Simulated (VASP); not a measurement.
# Ni (Im-3m) in VASP: notebook, part 2 of 2

VASP 6.6.1. Earlier steps stand in the parts before.

## (3) Single point, PBEsol, collinear spin, ferromagnetic start

INCAR

```
ALGO = Normal
EDIFF = 1E-6
ENCUT = 600
GGA = PS
GGA_COMPAT = False
ISIF = 2
ISMEAR = -1
ISPIN = 2
LASPH = True
LCHARG = False
LMAXMIX = 4
LORBIT = 11
LREAL = False
LWAVE = False
MAGMOM = 2
NBANDS = 15
NELM = 200
PREC = Accurate
SIGMA = 0.1
```

KPOINTS

```
k-points
0
Gamma
  5 5 5
```

POSCAR

```
Ni
1.0
   -1.3837154700      1.3837154700      1.3837154700
    1.3837154700     -1.3837154700      1.3837154700
    1.3837154700      1.3837154700     -1.3837154700
Ni
1
Direct
    0.0000000000      0.0000000000      0.0000000000
```

Potentials or basis: VASP PAW PBE potentials, release 64 (Ni).

The run is started by

```sh
$ cat potpaw_PBE.64/Ni/POTCAR > POTCAR
$ mpirun -np 1 vasp_std > vasp.out
```

It took 14 s on 1 thread of Intel Xeon 8259CL, shared host; peak memory 0.13 GiB.

Results (log left out):

```yaml
Free_energy: -6.0282 eV
Pressure: 0.0 GPa
Net_moment: 0.81 μB per cell
Site_moments: Ni +0.81 μB
Valence_electrons_inside_the_program's_atomic_spheres: Ni 9.36
```

Levels at points of the mesh, in eV from the Fermi level:
Spin up:
| k point | band 3 | band 4 | band 5 | band 6 | band 7 | band 8 |
| --- | --- | --- | --- | --- | --- | --- |
| (0.00, 0.00, 0.00) | -2.60 | -2.60 | -1.11 | -1.11 | 26.69 | 26.69 |
Spin down:
| k point | band 3 | band 4 | band 5 | band 6 | band 7 | band 8 |
| --- | --- | --- | --- | --- | --- | --- |
| (0.00, 0.00, 0.00) | -1.67 | -1.67 | -0.38 | -0.38 | 26.65 | 26.65 |

Caveat: the k points lie up to 0.64 Å⁻¹ apart; the PAW data sets were made with another functional, which shifts forces and pressure a little.

## (4) Single point, PBEsol, collinear spin, ferromagnetic start

INCAR

```
SYSTEM = Ni
PREC = Accurate
ENCUT = 600
EDIFF = 1E-6
ISMEAR = -1
SIGMA = 0.1
LREAL = .False.
LASPH = .True.
NELM = 200
ALGO = Normal
ISIF = 2
LWAVE = .False.
LCHARG = .False.
ISPIN = 2
MAGMOM = 2
LORBIT = 11
LMAXMIX = 4
GGA = PS
NBANDS = 15
GGA_COMPAT = .False.
```

KPOINTS

```
Automatic mesh
0
Gamma
  7 7 7
  0 0 0
```

POSCAR is that of step 3.

The run is started by

```sh
$ cat potpaw_PBE.64/Ni/POTCAR > POTCAR
$ mpirun -np 1 vasp_std > vasp.out
```

It took 20 s on 1 thread of Intel Xeon 8259CL, shared host; peak memory 0.13 GiB.

Results (log left out):

- Free energy: -6.0666 eV
- Pressure: -3.3 GPa
- Net moment: 0.47 μB per cell
- Site moments: Ni +0.47 μB
- Valence electrons inside the program's atomic spheres: Ni 9.36

Levels at points of the mesh, in eV from the Fermi level:
Spin up:
| k point | band 1 | band 2 | band 3 | band 4 | band 5 | band 6 | band 7 | band 8 | band 9 | band 10 |
| --- | --- | --- | --- | --- | --- | --- | --- | --- | --- | --- |
| (0.00, 0.00, 0.00) | -9.09 | -2.31 | -2.31 | -2.31 | -0.88 | -0.88 | 26.74 | 26.74 | 26.74 | 31.79 |
Spin down:
| k point | band 2 | band 3 | band 4 | band 5 | band 6 | band 7 | band 8 | band 9 |
| --- | --- | --- | --- | --- | --- | --- | --- | --- |
| (0.00, 0.00, 0.00) | -1.78 | -1.78 | -1.78 | -0.42 | -0.42 | 26.67 | 26.67 | 26.67 |

Caveat: the k points lie up to 0.46 Å⁻¹ apart; the PAW data sets were made with another functional, which shifts forces and pressure a little.

## (5) Single point, PBEsol, collinear spin, ferromagnetic start

INCAR

```
SYSTEM = Ni
PREC = Accurate
ENCUT = 600
EDIFF = 1E-6
ISMEAR = -1
SIGMA = 0.1
LREAL = .FALSE.
LASPH = .TRUE.
NELM = 200
ALGO = Normal
ISIF = 2
LWAVE = .FALSE.
LCHARG = .TRUE.
ISPIN = 2
MAGMOM = 2
LORBIT = 11
LMAXMIX = 4
GGA = PS
LELF = .TRUE.
LVHAR = .TRUE.
NBANDS = 15
GGA_COMPAT = .FALSE.
```

KPOINTS

```
regular mesh
0
G
  9 9 9
  0 0 0
```

POSCAR is that of step 4.

Potentials or basis: VASP PAW PBE potentials, release 64 (Ni).

The run is started by

```sh
$ cat potpaw_PBE.64/Ni/POTCAR > POTCAR
$ mpirun -np 1 vasp_std > vasp.out
```

OUTCAR:

```text
SYSTEM = Ni
   PREC = Accurate
   ENCUT = 600
   EDIFF = 1E-6
   ISMEAR = -1
   LREAL = .FALSE.
   LASPH = .TRUE.
   NELM = 200
   ISIF = 2
   ISPIN = 2
   LORBIT = 11
   GGA = PS

 ion  position               nearest neighbor table
   1  0.000  0.000  0.000-

  LATTYP: Found a body centered cubic cell.
 ALAT       =     2.7674309400

  Lattice vectors:

 A1 = (  -1.3837154700,   1.3837154700,   1.3837154700)
 A2 = (   1.3837154700,  -1.3837154700,   1.3837154700)
 A3 = (   1.3837154700,   1.3837154700,  -1.3837154700)

Analysis of symmetry for initial positions (statically):
=====================================================================
 Subroutine PRICEL returns:
 Original cell was already a primitive cell.

 Routine SETGRP: Setting up the symmetry group for a
 body centered cubic supercell.

 Subroutine GETGRP returns: Found 48 space group operations
 (whereof 48 operations were pure point group operations)
 out of a pool of 48 trial point group operations.

The static configuration has the point symmetry O_h .

Analysis of symmetry for dynamics (positions and initial velocities):
[... 629 lines left out ...]
     13      42.5897      0.00000
     14      42.5897      0.00000
[... 403 lines left out ...]
      4       8.7198      0.99899
      5       9.7613      0.02873
      6      13.1418      0.00000
      7      16.6936      0.00000
      8      23.0020      0.00000
      9      30.4548      0.00000
     10      36.0952      0.00000
     11      37.7755      0.00000
     12      42.6720      0.00000
     13      45.4889      0.00000
     14      56.6343      0.00000
     15      58.8380      0.00000

 [... further k-points ...]

------------------------ aborting loop because EDIFF is reached ----------------------------------------

  FORCE on cell =-STRESS in cart. coord.  units (eV):
  Direction    XX          YY          ZZ          XY          YZ          ZX
  --------------------------------------------------------------------------------------
  -------------------------------------------------------------------------------------
  Total       -0.1807808     -0.1807808     -0.1807808     -0.0000000      0.0000000      0.0000000
  in kB      -27.3314371    -27.3314371    -27.3314371     -0.0000000      0.0000000      0.0000000
  external PRESSURE =     -27.3314371 kB  Pullay stress =       0.0000000 kB

 VOLUME and BASIS-vectors are now :
 -----------------------------------------------------------------------------
  energy-cutoff  :      600.00
  volume of cell :       10.60
      direct lattice vectors                 reciprocal lattice vectors
    -1.383715470  1.383715470  1.383715470     0.000000000  0.361345964  0.361345964
     1.383715470 -1.383715470  1.383715470     0.361345964  0.000000000  0.361345964
     1.383715470  1.383715470 -1.383715470     0.361345964  0.361345964  0.000000000

 POSITION                                       TOTAL-FORCE (eV/Angst)
 -----------------------------------------------------------------------------------
      0.00000      0.00000      0.00000         0.000000     -0.000000     -0.000000
 -----------------------------------------------------------------------------------
    total drift:                                0.000000     -0.000000      0.000000

  FREE ENERGIE OF THE ION-ELECTRON SYSTEM (eV)
  ---------------------------------------------------
  free  energy   TOTEN  =        -6.0616662277 eV

  energy  without entropy=       -5.9984423978  energy(sigma->0) =       -6.03005431

 total charge

# of ion       s       p       d       tot
------------------------------------------
    1        0.506   0.523   8.335   9.363

 magnetization (x)

# of ion       s       p       d       tot
------------------------------------------
    1       -0.002  -0.014   0.517   0.500
```

stdout:

```text
POSCAR found type information on POSCAR Ni
 POSCAR found :  1 types and       1 ions
 scaLAPACK will be used
 -----------------------------------------------------------------------------
|                                                                             |
|                                                                             |
|     You enforced a specific xc type in the INCAR file but a different       |
|     I HOPE YOU KNOW WHAT YOU ARE DOING!                                     |
|                                                                             |
 -----------------------------------------------------------------------------

 LDA part: xc-table for (Slater+PW92), standard interpolation
 POSCAR, INCAR and KPOINTS ok, starting setup
 FFT: planning ... GRIDC
 FFT: planning ... GRID_SOFT
 FFT: planning ... GRID
 WAVECAR not read
 entering main loop
```

Run time: 25 s. Hardware: 1 thread of Intel Xeon 8259CL, shared host; peak memory 0.13 GiB.

Results:

- Free energy: -6.0617 eV
- Pressure: -2.7 GPa
- Net moment: 0.50 μB per cell
- Site moments: Ni +0.50 μB
- Valence electrons inside the program's atomic spheres: Ni 9.36

Caveat: the PAW data sets were made with another functional, which shifts forces and pressure a little.

## (6) Summary

| k mesh | gap on the mesh (eV) | pressure (GPa) | moment (μB) |
| --- | --- | --- | --- |
| 5 × 5 × 5 | none | 0.0 | 0.81 |
| 7 × 7 × 7 | none | -3.3 | 0.47 |
| 9 × 9 × 9 | none | -2.7 | 0.50 |

Alike in all rows: task single point; level PBEsol; potentials or basis VASP PAW PBE potentials, release 64 (Ni); spin collinear, ferromagnetic start; cell as given; cutoff (eV) 600; smearing fermi-dirac 0.1 eV.

Caveats: some runs use coarse meshes; the PAW data sets were made with another functional, which shifts forces and pressure a little.

Absolute energies hang on the potentials; compare differences alone.
